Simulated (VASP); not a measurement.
Crystal: GaP.

```
Ga P
1.0
     0.00000    2.75300    2.75300
     2.75300    0.00000    2.75300
     2.75300    2.75300    0.00000
Ga P
1 1
Direct
  0.00000 0.00000 0.00000
  0.25000 0.25000 0.25000
```

| Item | Value |
| --- | --- |
| Program | VASP 6.6.1 |
| Task | relaxation of cell and atoms |
| Functional | r2SCAN |
| Potentials or basis | VASP PAW PBE potentials, release 64 (Ga_d, P) |
| Cutoff | 600 eV |
| k mesh | 8 × 8 × 8 |
| Occupations | fermi-dirac, width 0.02 eV |
| Spin | no spin polarisation |

At the start: pressure -2.5 GPa; volume 20.87 Å³/atom.

Question: Where does the relaxation end?

Answer: Over 8 steps the energy falls by 5.3 meV/atom and the volume is 20.23 Å³/atom (-3.1 %); space group F-43m (No. 216, to 0.05 Å).

Step by step:
```csv
step,energy change (eV),largest force (eV/Å),pressure (GPa),volume (Å³)
1,0.0000,0.0000,-2.50,41.73
2,-0.0075,0.0000,1.45,39.80
3,-0.0106,0.0000,-0.78,40.44
4,-0.0102,0.0000,0.75,40.21
5,-0.0105,0.0000,0.19,40.32
6,-0.0105,0.0000,0.20,40.35
7,-0.0106,0.0000,0.08,40.40
8,-0.0106,0.0000,-0.04,40.45
```

Final structure:
```
Ga P
1.0
     0.00000    2.72459    2.72459
     2.72459    0.00000    2.72459
     2.72459    2.72459    0.00000
Ga P
1 1
Direct
  0.00000 0.00000 0.00000
  0.25000 0.25000 0.25000
```

Caveat: the PAW data sets were made with another functional, which shifts forces and pressure a little.
